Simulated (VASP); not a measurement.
Wanted: the native input for a VASP 6.6.1 run.

* Task: G0W0 quasiparticle levels
* Functional: PBE
* Potentials or basis: VASP PAW PBE potentials, release 64 (Sn_d_GW, Se_GW)
* Cutoff: 500 eV
* k mesh: 4 × 4 × 4
* Occupations: gaussian, width 0.01 eV
* Spin: no spin polarisation
* Dipole correction: no
* GW scheme: G0W0
* GW iterations: 1
* Cutoff of the response function: 80
* Frequency points: 96
* Empty bands: 130
* Further INCAR settings: ALGO = EVGW0; EDIFF = 1e-08; NBANDS = 143

The system is SnSe2.

```
CELL_PARAMETERS angstrom
1.91229 1.10406 6.33509
-1.91229 1.10406 6.33509
0.00000 -2.20812 6.33509
ATOMIC_POSITIONS crystal
Sn 0.00000 0.00000 0.00000
Se 0.25056 0.25056 0.25056
Se 0.74944 0.74944 0.74944
```

These files were run (other wordings do the same):

POSCAR

```
SnSe2
1.0
    1.9122916093      1.1040620754      6.3350940540
   -1.9122916093      1.1040620754      6.3350940540
    0.0000000000     -2.2081241508      6.3350940540
Sn Se
1 2
Direct
    0.0000000000      0.0000000000      0.0000000000
    0.2505568941      0.2505568941      0.2505568941
    0.7494431059      0.7494431059      0.7494431059
```

INCAR.step1

```
PREC     = Accurate       # precision mode
ENCUT    = 500            # plane-wave cutoff, eV
EDIFF    = 1E-8           # SCF threshold, eV
ISMEAR   = 0              # smearing method
SIGMA    = 0.01           # smearing width, eV
LREAL    = F              # projectors in reciprocal space
LASPH    = T              # aspherical terms in the spheres
NELM     = 60             # most SCF steps
ALGO     = Normal         # electronic algorithm
LWAVE    = T              # write WAVECAR
LCHARG   = F              # write CHGCAR
GGA      = PE             # functional
```

INCAR.step2

```
PREC     = Accurate       # precision mode
ENCUT    = 500            # plane-wave cutoff, eV
EDIFF    = 1E-8           # SCF threshold, eV
ISMEAR   = 0              # smearing method
SIGMA    = 0.01           # smearing width, eV
LREAL    = F              # projectors in reciprocal space
LASPH    = T              # aspherical terms in the spheres
NELM     = 1              # most SCF steps
ALGO     = Exact          # electronic algorithm
LWAVE    = T              # write WAVECAR
LCHARG   = F              # write CHGCAR
GGA      = PE             # functional
NBANDS   = 143            # bands
LOPTICS  = T              # frequency-dependent dielectric function
ISTART   = 1
```

INCAR.step3

```
PREC     = Accurate       # precision mode
ENCUT    = 500            # plane-wave cutoff, eV
EDIFF    = 1E-8           # SCF threshold, eV
ISMEAR   = 0              # smearing method
SIGMA    = 0.01           # smearing width, eV
LREAL    = F              # projectors in reciprocal space
LASPH    = T              # aspherical terms in the spheres
ALGO     = EVGW0          # electronic algorithm
LWAVE    = F              # write WAVECAR
LCHARG   = F              # write CHGCAR
GGA      = PE             # functional
NELMGW   = 1            
NBANDS   = 143            # bands
ENCUTGW  = 80.0           # cutoff of the response function
NOMEGA   = 96             # frequency points
PRECFOCK = Fast         
ISTART   = 1            
NBANDSGW = 21           
OMEGAMAX = 30
```

KPOINTS

```
regular mesh
0
Gamma
  4 4 4
```

Potentials or basis: VASP PAW PBE potentials, release 64 (Sn_d_GW, Se_GW).

Launch:

```console
$ cat potpaw_PBE.64/Sn_d_GW/POTCAR potpaw_PBE.64/Se_GW/POTCAR > POTCAR
$ cp INCAR.step1 INCAR
$ mpirun -np 1 vasp_std > vasp.out
$ cp INCAR.step2 INCAR
$ mpirun -np 1 vasp_std > vasp.out
$ cp INCAR.step3 INCAR
$ mpirun -np 1 vasp_std > vasp.out
```

Results of the run:

- Quasiparticle gap: 0.93 eV
- Least direct quasiparticle gap: 1.10 eV
- Band gap of the starting levels on the mesh: 0.40 eV
- Least direct gap of the starting levels on the mesh: 0.54 eV

Caveat: the k points lie up to 0.48 Å⁻¹ apart; bands, screening cutoff and mesh are small and nothing is extrapolated, so the quasiparticle values aren't converged; spin-orbit coupling is left out, which moves the levels of the heavy elements.

Wall time 22 min on 1 thread of Intel(R) Xeon(R) 6975P-C (Granite Rapids), with other jobs on the host, peak memory 1.5 GiB.
